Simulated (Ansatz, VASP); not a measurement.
P: VASP beside Ansatz

```
P
1.0
     2.23996    0.00000    0.00524
     0.00000    2.23986    0.00000
    -0.00911    0.00000    4.79295
P
2
Direct
  0.00000 0.00000 0.25000
  0.00000 0.00000 0.75000
```

Change from the starting cell: strain -0.080 along x and y, +0.000 along z, atoms carried along.

Alike in both runs: task single point; functional PBEsol; k mesh 24 × 24 × 12; occupations gaussian, width 0.15 eV; no spin polarisation.

```csv
,VASP,Ansatz
version,VASP 6.6.1,Ansatz 0.2.0
potentials or method,"VASP PAW PBE potentials, release 64 (P), cutoff 520 eV","scalar-relativistic, plane waves, PAW"
valence electrons in the cell,10,10
```

|  | VASP | Ansatz | Ansatz less VASP |
| --- | --- | --- | --- |
| gap on the k mesh at the Fermi level (eV) | none | none | - |
| pressure (GPa) | 31.6 | 31.5 | -0.12 |
| traceless stress, the component that is largest in VASP (GPa) | -18.54 | -18.58 | -0.049 |

VASP's potentials were made for PBE, not for PBEsol. A gap of «none» marks a metal or a gap that the smearing closes. Both programs put the cell under a high pressure, so it lies far from rest at this level. The functional is the same, so the differences come from potentials, cutoffs and numerics.
